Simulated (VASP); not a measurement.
Runs of VASP 6.6.1 on Si. The structure is that of space group Fmmm (No. 69), or close to it. The cells are those of the table. 

```csv
cell,gap on the mesh (eV),pressure (GPa),largest force (eV/Å)
"a = 6.008, b = 6.008, c = 5.540 Å, angles 96.4, 96.4, 142.5°, 4 atoms",none,-10.9,0.49
"a = 6.087, b = 6.087, c = 5.462 Å, angles 96.4, 96.4, 143.0°, 4 atoms",none,-10.8,0.53
"a = 5.762, b = 5.762, c = 5.451 Å, angles 96.8, 96.8, 140.9°, 4 atoms",none,-10.1,0.57
"a = 5.930, b = 5.930, c = 5.618 Å, angles 96.4, 96.4, 142.0°, 4 atoms",none,(a),0.44
```

Alike in all rows: task single point; level PBE; potentials or basis VASP PAW PBE potentials, release 64 (Si); no spin polarisation; k mesh 10 × 10 × 10; cutoff (eV) 520; smearing gaussian 0.05 eV.

Q: Fill in the values left out.

A: (a) -11.0.

Caveats: semilocal functionals underestimate gaps, and a narrow one can read as zero; the stress differs along the axes, from -15 to -3 GPa (at least some runs); the stress differs along the axes, from -14 to -3 GPa (at least some runs).

A gap of «none» marks levels without a gap at the run's occupations.
